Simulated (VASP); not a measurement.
# PbF2 (Immm) in VASP: further runs, part 2 of 2

VASP 6.6.1. The steps go on from the part before.

### Step 3. Single point, PBE (strain +0.0150 x Voigt [0, 0, 0, 0, 1, 0])

Input file INCAR:

```
SYSTEM = PbF2
PREC = Accurate ; ENCUT = 520
EDIFF = 1E-7 ; ISMEAR = 0
SIGMA = 0.05 ; LREAL = .False.
LASPH = .True. ; NELM = 80
ALGO = Normal ; ISIF = 2
LWAVE = .False. ; LCHARG = .True.
GGA = PE ; LELF = .True.
LVHAR = .True. ; NBANDS = 21
```

Input file KPOINTS:

```
Automatic mesh
0
Gamma
  8 8 8
  0 0 0
```

Input file POSCAR:

```
PbF2
1.0
    0.0222738750      2.9698500000      2.9698500000
    2.9921238750      0.0000000000      2.9921238750
    2.9698500000      2.9698500000      0.0222738750
Pb F
1 2
Direct
    0.0000000000      0.0000000000      0.0000000000
    0.2500000000      0.2500000000      0.2500000000
    0.7500000000      0.7500000000      0.7500000000
```

Potentials or basis: VASP PAW PBE potentials, release 64 (Pb_d, F).

Run with:

```bash
> cat potpaw_PBE.64/Pb_d/POTCAR potpaw_PBE.64/F/POTCAR > POTCAR
> mpirun -np 1 vasp_std > vasp.out
```

OUTCAR:

```text
SYSTEM = PbF2
   PREC = Accurate
   ENCUT = 520
   EDIFF = 1E-7
   ISMEAR = 0
   LREAL = .False.
   LASPH = .True.
   NELM = 80
   ISIF = 2
   GGA = PE

 ion  position               nearest neighbor table
   1  0.000  0.000  0.000-   3 2.56   3 2.56   2 2.56   2 2.56   2 2.58   3 2.58   3 2.58   2 2.58

   2  0.250  0.250  0.250-   1 2.56   1 2.56   1 2.58   1 2.58
   3  0.750  0.750  0.750-   1 2.56   1 2.56   1 2.58   1 2.58

  LATTYP: Found a body centered orthorhombic cell.
 ALAT       =     4.1685021321
 B/A-ratio  =     1.0151133501
 C/A-ratio  =     1.4249003147

  Lattice vectors:

 A1 = (   0.0222738750,  -2.9698500000,   2.9698500000)
 A2 = (  -0.0222738750,  -2.9698500000,  -2.9698500000)
 A3 = (   2.9698500000,   2.9698500000,   0.0222738750)

Analysis of symmetry for initial positions (statically):
=====================================================================
 Subroutine PRICEL returns:
 Original cell was already a primitive cell.

 Routine SETGRP: Setting up the symmetry group for a
 body centered orthorhombic supercell.

 Subroutine GETGRP returns: Found  8 space group operations
 (whereof  8 operations were pure point group operations)
 out of a pool of  8 trial point group operations.

The static configuration has the point symmetry D_2h.

Analysis of symmetry for dynamics (positions and initial velocities):
=====================================================================
 Subroutine PRICEL returns:
 Original cell was already a primitive cell.

 Routine SETGRP: Setting up the symmetry group for a
 body centered orthorhombic supercell.

 Subroutine GETGRP returns: Found  8 space group operations
 (whereof  8 operations were pure point group operations)
 out of a pool of  8 trial point group operations.

The dynamic configuration has the point symmetry D_2h.

 Subroutine INISYM returns: Found  8 space group operations
 (whereof  8 operations are pure point group operations),
 and found     1 'primitive' translations

----------------------------------------------------------------------------------------

                                     Primitive cell

  volume of cell :      52.3853

  direct lattice vectors                    reciprocal lattice vectors
     0.022273875  2.969850000  2.969850000    -0.169630903  0.168358671  0.169630903
     2.992123875  0.000000000  2.992123875     0.167105381 -0.168358671  0.167105381
     2.969850000  2.969850000  0.022273875     0.169630903  0.168358671 -0.169630903

  length of vectors
     4.200061210  4.231502164  4.200061210     0.293076660  0.290160402  0.293076660

  position of ions in fractional coordinates (direct lattice)
     0.000000000  0.000000000  0.000000000
     0.250000000  0.250000000  0.250000000
     0.750000000  0.750000000  0.750000000

  ion indices of the primitive-cell ions
   primitive index   ion index
                 1           1
                 2           2
                 3           3

----------------------------------------------------------------------------------------

 KPOINTS: Automatic mesh

Automatic generation of k-mesh.
 Grid dimensions read from file:
 generate k-points for:    8    8    8

 Generating k-lattice:

  Cartesian coordinates                     Fractional coordinates (reciprocal lattice)
    -0.021203863  0.021044834  0.021203863     0.125000000  0.000000000 -0.000000000
     0.020888173 -0.021044834  0.020888173     0.000000000  0.125000000  0.000000000
     0.021203863  0.021044834 -0.021203863     0.000000000  0.000000000  0.125000000

  Length of vectors
     0.036634583  0.036270050  0.036634583

  Shift w.r.t. Gamma in fractional coordinates (k-lattice)
     0.000000000  0.000000000  0.000000000

 Subroutine IBZKPT returns following result:
 ===========================================

 Found     95 irreducible k-points:

 Following reciprocal coordinates:
            Coordinates               Weight
  0.000000  0.000000  0.000000      1.000000
  0.125000  0.000000 -0.000000      4.000000
  0.250000  0.000000 -0.000000      4.000000
  0.375000  0.000000 -0.000000      4.000000
  0.500000  0.000000 -0.000000      2.000000
  0.000000  0.125000  0.000000      4.000000
[... 16 lines left out ...]
  0.125000  0.375000  0.000000      8.000000
  0.250000  0.375000  0.000000      8.000000
 [... further k-points ...]
   k-points           NKPTS =     95   k-points in BZ     NKDIM =     95   number of bands    NBANDS=     21
   number of dos      NEDOS =    301   number of ions     NIONS =      3
   total plane-waves  NPLWV =  32768
   dimension x,y,z NGX =    32 NGY =   32 NGZ =   32
   dimension x,y,z NGXF=    64 NGYF=   64 NGZF=   64
   ions per type =               1   2
   NGX,Y,Z   is equivalent  to a cutoff of  12.67, 12.57, 12.67 a.u.
   NGXF,Y,Z  is equivalent  to a cutoff of  25.33, 25.14, 25.33 a.u.
 SYSTEM =  PbF2
   PREC   = accura    normal or accurate (medium, high low for compatibility)
   ISTART =      0    job   : 0-new  1-cont  2-samecut
   ICHARG =      2    charge: 1-file 2-atom 10-const
   ISPIN  =      1    spin polarized calculation?
   LNONCOLLINEAR =      F non collinear calculations
   LSORBIT =      F    spin-orbit coupling
   LASPH  =      T    aspherical Exc in radial PAW
   ENCUT  =  520.0 eV  38.22 Ry    6.18 a.u.   7.81  7.87  7.81*2*pi/ulx,y,z
   NELM   =     80;   NELMIN=  2; NELMDL= -5     # of ELM steps
   EDIFF  = 0.1E-06   stopping-criterion for ELM
   LREAL  =      F    real-space projection
   EDIFFG = 0.1E-05   stopping-criterion for IOM
   NSW    =      0    number of steps for IOM
   IBRION =     -1    ionic relax: 0-MD 1-quasi-New 2-CG
   NFREE  =      0    steps in history (QN), initial steepest desc. (CG)
   ISIF   =      2    stress and relaxation
   ISYM   =      2    0-nonsym 1-usesym 2-fastsym
   POTIM  = 0.5000    time-step for ionic-motion
   TEBEG  =    0.0;   TEEND  =   0.0 temperature during run
   PSTRESS=    0.0 pullay stress
   NELECT =      28.0000    total number of electrons
   NUPDOWN=      -1.0000    fix difference up-down
   EMIN   =  10.00;   EMAX   =-10.00  energy-range for DOS
   EFERMI =   0.00;   METHOD = LEGACY
   ISMEAR =     0;   SIGMA  =   0.05  broadening in eV -4-tet -1-fermi 0-gaus
   EFERMI_NEDOS =   21; number of points for ismear=-14 and -15
   IALGO  =     38    algorithm
   IMIX   =      4    mixing-type and parameters
     AMIX     =   0.40;   BMIX     =  1.00
     AMIX_MAG =   1.60;   BMIX_MAG =  1.00
  volume/ion in A,a.u.               =      17.46       117.84
  Fermi-wavevector in a.u.,A,eV,Ry     =   1.328590  2.510672 24.016360  1.765153
  Thomas-Fermi vector in A             =   2.457817
   LORBIT       =      0    0 simple, 1 ext, 2 COOP (PROOUT), +10 PAW based schemes
   GGA     = PE    functional components
   LHFCALC =     F    Hartree Fock is set to
   AEXX    =    0.0000 exact exchange contribution
   IVDW    =     0    specifies the selected vdW correction
   LEPSILON=     F    determine dielectric tensor
   LRPA    =     F    only Hartree local field effects (RPA)
 non-spin polarized calculation
 Gauss-broadening in eV      SIGMA  =   0.05
  energy-cutoff  :      520.00
  volume of cell :       52.39
 maximum number of plane-waves:      1426
   NGX = 15   NGY = 15   NGZ = 15

 number of electron      28.0000010 magnetization

 Free energy of the ion-electron system (eV)
  ---------------------------------------------------
  ext. energy  EPLUGINS =         0.00000000
  ---------------------------------------------------
  free energy    TOTEN  =       -14.33800249 eV

  energy without entropy =      -14.33800249  energy(sigma->0) =      -14.33800249

 E-fermi :   2.0955     XC(G=0):  -9.3753

 val. band max:        1.8145053303   @ k =  -0.2500   0.5000   0.2500
 cond. band min:       6.2297575947   @ k =   0.5000   0.5000   0.0000
 fundamental gap:      4.4152522644
 Fermi energy:         2.0954845399

 k-point     1 :       0.0000    0.0000    0.0000
  band No.  band energies     occupation
      1     -19.2348      2.00000
      2     -18.6250      2.00000
      3     -12.6188      2.00000
      4     -12.6169      2.00000
      5     -12.6149      2.00000
      6     -12.5628      2.00000
[... 550 lines left out ...]
      5     -12.5502      2.00000
      6     -12.5428      2.00000
[... 13 lines left out ...]
     20      17.3543      0.00000
     21      18.5732      0.00000

 [... further k-points ...]

------------------------ aborting loop because EDIFF is reached ----------------------------------------

  FORCE on cell =-STRESS in cart. coord.  units (eV):
  Direction    XX          YY          ZZ          XY          YZ          ZX
  --------------------------------------------------------------------------------------
  -------------------------------------------------------------------------------------
  Total        0.6586114      0.6595298      0.6586114      0.0000000      0.0000000     -0.1603494
  in kB       20.1433035     20.1713939     20.1433035      0.0000000      0.0000000     -4.9042072
  external PRESSURE =      20.1526670 kB  Pullay stress =       0.0000000 kB

 VOLUME and BASIS-vectors are now :
 -----------------------------------------------------------------------------
  energy-cutoff  :      520.00
  volume of cell :       52.39
      direct lattice vectors                 reciprocal lattice vectors
     0.022273875  2.969850000  2.969850000    -0.169630903  0.168358671  0.169630903
     2.992123875  0.000000000  2.992123875     0.167105381 -0.168358671  0.167105381
     2.969850000  2.969850000  0.022273875     0.169630903  0.168358671 -0.169630903

 POSITION                                       TOTAL-FORCE (eV/Angst)
 -----------------------------------------------------------------------------------
      0.00000      0.00000      0.00000         0.000000     -0.000000     -0.000000
      1.49606      1.48493      1.49606        -0.000000     -0.042558     -0.000000
      4.48819      4.45477      4.48819         0.000000      0.042558      0.000000
 -----------------------------------------------------------------------------------
    total drift:                                0.000000     -0.000000      0.000000

  FREE ENERGIE OF THE ION-ELECTRON SYSTEM (eV)
  ---------------------------------------------------
  free  energy   TOTEN  =       -14.3380024933 eV

  energy  without entropy=      -14.3380024933  energy(sigma->0) =      -14.33800249
```

OSZICAR:

```text
N       E                     dE             d eps       ncg     rms          rms(c)
DAV:   1     0.299919615017E+03    0.29992E+03   -0.14619E+04  4003   0.152E+03
DAV:   2     0.103799622925E+02   -0.28954E+03   -0.27196E+03  4331   0.426E+02
DAV:   3    -0.155465410694E+02   -0.25927E+02   -0.25616E+02  4740   0.137E+02
DAV:   4    -0.162604311679E+02   -0.71389E+00   -0.71342E+00  4514   0.240E+01
DAV:   5    -0.162851631886E+02   -0.24732E-01   -0.24730E-01  5094   0.464E+00    0.802E+00
DAV:   6    -0.143444528518E+02    0.19407E+01   -0.87767E+00  5362   0.232E+01    0.267E+00
DAV:   7    -0.143431934687E+02    0.12594E-02   -0.46010E-01  4180   0.408E+00    0.157E+00
DAV:   8    -0.143403418976E+02    0.28516E-02   -0.10440E-01  4180   0.354E+00    0.553E-01
DAV:   9    -0.143368532171E+02    0.34887E-02   -0.20211E-02  5341   0.106E+00    0.103E-01
DAV:  10    -0.143380106905E+02   -0.11575E-02   -0.15925E-03  4153   0.345E-01    0.341E-02
DAV:  11    -0.143379927378E+02    0.17953E-04   -0.13231E-04  4657   0.994E-02    0.975E-03
DAV:  12    -0.143380040614E+02   -0.11324E-04   -0.30678E-05  4348   0.455E-02    0.951E-03
DAV:  13    -0.143380024286E+02    0.16328E-05   -0.10443E-05  5379   0.306E-02    0.109E-03
DAV:  14    -0.143380024933E+02   -0.64696E-07   -0.53391E-07  4425   0.536E-03
   1 F= -.14338002E+02 E0= -.14338002E+02  d E =-.629006E-17
```

stdout:

```text
POSCAR found type information on POSCAR PbF
 POSCAR found :  2 types and       3 ions
 scaLAPACK will be used
 LDA part: xc-table for (Slater+PW92), standard interpolation
 POSCAR, INCAR and KPOINTS ok, starting setup
 FFT: planning ... GRIDC
 FFT: planning ... GRID_SOFT
 FFT: planning ... GRID
 WAVECAR not read
 entering main loop
```

It took 43 s on 1 thread of AMD EPYC 9R45 (Zen 5), shared host; peak memory 0.21 GiB.

What came out:

- Free energy: -14.3380 eV
- Pressure: 2.0 GPa
- Largest force: 0.043 eV/Å
- Band gap on the k mesh: 4.42 eV, indirect (least direct gap 4.56 eV)

Forces on the atoms (eV/Å):
```
Pb   0.000  0.000  0.000
F    0.000 -0.043  0.000
F    0.000  0.043  0.000
```

Stress tensor (GPa, compression positive):
```
 2.01  0.00 -0.49
 0.00  2.02  0.00
-0.49  0.00  2.01
```

Caveat: the cell differs from its parent crystal (strain +0.0150 x Voigt [0, 0, 0, 0, 1, 0]); spin-orbit coupling is left out, which moves the levels of the heavy elements. A k mesh can miss the band edges.

### Step 4. Single point, PBE (strain -0.0100 x Voigt [0, 0, 0, 0, 1, 0])

Input file INCAR:

```
SYSTEM = PbF2
PREC = Accurate ; ENCUT = 520
EDIFF = 1E-6 ; ISMEAR = 0
SIGMA = 0.05 ; LREAL = .FALSE.
LASPH = .TRUE. ; NELM = 100
ALGO = Normal ; ISIF = 2
LWAVE = .FALSE. ; LCHARG = .FALSE.
GGA = PE ; NBANDS = 21
```

Input file KPOINTS:

```
Automatic mesh
0
G
  8 8 8
  0 0 0
```

Input file POSCAR:

```
PbF2
1.0
   -0.0148492500      2.9698500000      2.9698500000
    2.9550007500      0.0000000000      2.9550007500
    2.9698500000      2.9698500000     -0.0148492500
Pb F
1 2
Direct
    0.0000000000      0.0000000000      0.0000000000
    0.2500000000      0.2500000000      0.2500000000
    0.7500000000      0.7500000000      0.7500000000
```

Run with:

```bash
> cat potpaw_PBE.64/Pb_d/POTCAR potpaw_PBE.64/F/POTCAR > POTCAR
> mpirun -np 1 vasp_std > vasp.out
```

Wall time 41 s (1 thread of AMD EPYC 9R45 (Zen 5), shared host); peak memory 0.21 GiB.

The run converged. Its results:

| Property | Result |
| --- | --- |
| Free energy | -14.3387 eV |
| Pressure | 2.0 GPa |
| Largest force | 0.028 eV/Å |
| Band gap on the k mesh | 4.42 eV, indirect (least direct gap 4.56 eV) |

Forces on the atoms (eV/Å):
```
Pb   0.000  0.000  0.000
F    0.000  0.028  0.000
F    0.000 -0.028  0.000
```

Stress tensor (GPa, compression positive):
```
2.00 0.00 0.33
0.00 2.00 0.00
0.33 0.00 2.00
```

Levels at points of the mesh, in eV from the valence-band top:
```
           k point  band 10  band 11  band 12  band 13  band 14  band 15  band 16  band 17  band 18  band 19
(0.00, 0.00, 0.00)    -2.43    -2.43    -1.96    -1.94    -1.92     6.70     6.77     6.84    10.63    15.14
(0.50, 0.00, 0.00)    -2.64    -2.62    -2.11    -2.11    -0.04     5.00     7.63     7.70    13.22    13.72
(0.00, 0.50, 0.00)    -2.65    -2.63    -2.11    -2.11    -0.02     5.05     7.59     7.67    13.20    13.67
(0.50, 0.50, 0.00)    -3.50    -1.52    -1.52    -1.52    -0.15     4.42     7.88     7.88     8.97    14.17
(0.50, 0.00, 0.50)    -3.49    -1.53    -1.52    -1.52    -0.15     4.42     7.82     7.94     8.97    14.17
```

Caveat: the cell differs from its parent crystal (strain -0.0100 x Voigt [0, 0, 0, 0, 1, 0]); spin-orbit coupling is left out, which moves the levels of the heavy elements. A k mesh can miss the band edges.

### Step 5. Single point, PBE (strain +0.0050 x Voigt [0, 0, 0, 0, 1, 0])

Input file INCAR:

```
SYSTEM = PbF2
ALGO = Normal
EDIFF = 1E-6
ENCUT = 520
GGA = PE
ISIF = 2
ISMEAR = 0
LASPH = .TRUE.
LCHARG = .FALSE.
LREAL = .FALSE.
LWAVE = .FALSE.
NBANDS = 21
NELM = 100
PREC = Accurate
SIGMA = 0.05
```

Input file KPOINTS:

```
k-points
0
G
  8 8 8
  0 0 0
```

Input file POSCAR:

```
PbF2
1.0
    0.0074246250      2.9698500000      2.9698500000
    2.9772746250      0.0000000000      2.9772746250
    2.9698500000      2.9698500000      0.0074246250
Pb F
1 2
Direct
    0.0000000000      0.0000000000      0.0000000000
    0.2500000000      0.2500000000      0.2500000000
    0.7500000000      0.7500000000      0.7500000000
```

Run with:

```bash
> cat potpaw_PBE.64/Pb_d/POTCAR potpaw_PBE.64/F/POTCAR > POTCAR
> mpirun -np 1 vasp_std > vasp.out
```

Wall time 41 s (1 thread of AMD EPYC 9R45 (Zen 5), shared host); peak memory 0.21 GiB.

Results (log left out):

```
Free energy            : -14.3391 eV
Pressure               : 2.0 GPa
Largest force          : 0.014 eV/Å
Band gap on the k mesh : 4.42 eV, indirect (least direct gap 4.56 eV)
```

Forces on the atoms (eV/Å):
```
Pb   0.000  0.000  0.000
F    0.000 -0.014  0.000
F    0.000  0.014  0.000
```

Stress tensor (GPa, compression positive):
```
 2.00  0.00 -0.16
 0.00  2.00  0.00
-0.16  0.00  2.00
```

Levels at points of the mesh, in eV from the valence-band top:
```
           k point  band 11  band 12  band 13  band 14  band 15  band 16  band 17  band 18
(0.00, 0.00, 0.00)    -2.43    -1.95    -1.94    -1.93     6.74     6.77     6.80    10.63
(0.50, 0.00, 0.00)    -2.63    -2.11    -2.11    -0.02     5.04     7.62     7.66    13.21
(0.00, 0.50, 0.00)    -2.63    -2.11    -2.11    -0.03     5.01     7.64     7.68    13.22
(0.50, 0.50, 0.00)    -1.52    -1.52    -1.52    -0.15     4.42     7.88     7.88     8.98
(0.50, 0.00, 0.50)    -1.52    -1.52    -1.52    -0.15     4.42     7.85     7.91     8.98
```

Caveat: the cell differs from its parent crystal (strain +0.0050 x Voigt [0, 0, 0, 0, 1, 0]); spin-orbit coupling is left out, which moves the levels of the heavy elements. A k mesh can miss the band edges.

### Step 6. Single point, PBE (strain +0.0175 x Voigt [0, 0, 0, 0, 1, 0])

Input file INCAR:

```
SYSTEM = PbF2
ALGO = Normal ; EDIFF = 1E-7
ENCUT = 520 ; GGA = PE
ISIF = 2 ; ISMEAR = 0
LASPH = .True. ; LCHARG = .False.
LREAL = .False. ; LWAVE = .False.
NBANDS = 21 ; NELM = 60
PREC = Accurate ; SIGMA = 0.05
```

Input file KPOINTS:

```
k-points
0
Gamma
  8 8 8
  0 0 0
```

Input file POSCAR:

```
PbF2
1.0
    0.0259861875      2.9698500000      2.9698500000
    2.9958361875      0.0000000000      2.9958361875
    2.9698500000      2.9698500000      0.0259861875
Pb F
1 2
Direct
    0.0000000000      0.0000000000      0.0000000000
    0.2500000000      0.2500000000      0.2500000000
    0.7500000000      0.7500000000      0.7500000000
```

Potentials or basis: VASP PAW PBE potentials, release 64 (Pb_d, F).

Run with:

```bash
> cat potpaw_PBE.64/Pb_d/POTCAR potpaw_PBE.64/F/POTCAR > POTCAR
> mpirun -np 1 vasp_std > vasp.out
```

Run time: 42 s. Hardware: 1 thread of AMD EPYC 9R45 (Zen 5), shared host; peak memory 0.21 GiB.

Results (log left out):

| Property | Result |
| --- | --- |
| Free energy | -14.3376 eV |
| Pressure | 2.0 GPa |
| Largest force | 0.050 eV/Å |
| Band gap on the k mesh | 4.41 eV, indirect (least direct gap 4.56 eV) |

Forces on the atoms (eV/Å):
```
Pb   0.000  0.000  0.000
F    0.000 -0.050  0.000
F    0.000  0.050  0.000
```

Stress tensor (GPa, compression positive):
```
 2.02  0.00 -0.57
 0.00  2.03  0.00
-0.57  0.00  2.02
```

Levels at points of the mesh, in eV from the valence-band top:
| k point | band 12 | band 13 | band 14 | band 15 | band 16 | band 17 |
| --- | --- | --- | --- | --- | --- | --- |
| (0.00, 0.00, 0.00) | -1.97 | -1.94 | -1.91 | 6.65 | 6.77 | 6.89 |
| (0.50, 0.00, 0.00) | -2.11 | -2.11 | -0.01 | 5.07 | 7.55 | 7.69 |
| (0.00, 0.50, 0.00) | -2.11 | -2.11 | -0.04 | 4.98 | 7.61 | 7.74 |
| (0.50, 0.50, 0.00) | -1.52 | -1.52 | -0.15 | 4.41 | 7.87 | 7.88 |
| (0.50, 0.00, 0.50) | -1.52 | -1.51 | -0.15 | 4.42 | 7.77 | 7.98 |

Caveat: the cell differs from its parent crystal (strain +0.0175 x Voigt [0, 0, 0, 0, 1, 0]); spin-orbit coupling is left out, which moves the levels of the heavy elements. A k mesh can miss the band edges.

### Step 7. Summary

```tsv
cell	gap on the mesh (eV)	pressure (GPa)	largest force (eV/Å)
a = 4.200, b = 4.158 Å, angles 60.3, 60.7, 60.3°, 3 atoms	4.41	2.0	0.06
a = 4.200, b = 4.232 Å, angles 59.8, 59.5, 59.8°, 3 atoms	4.42	2.0	0.04
a = 4.200, b = 4.179 Å, angles 60.2, 60.3, 60.2°, 3 atoms	4.42	2.0	0.03
a = 4.200, b = 4.211 Å, angles 59.9, 59.8, 59.9°, 3 atoms	4.42	2.0	0.01
a = 4.200, b = 4.237 Å, angles 59.7, 59.4, 59.7°, 3 atoms	4.41	2.0	0.05
```

Alike in all rows: task single point; level PBE; potentials or basis VASP PAW PBE potentials, release 64 (Pb_d, F); no spin polarisation; k mesh 8 × 8 × 8; cutoff (eV) 520; smearing gaussian 0.05 eV.

Caveats: spin-orbit coupling is left out, which moves the levels of the heavy elements.

Absolute energies hang on the potentials; compare differences alone.
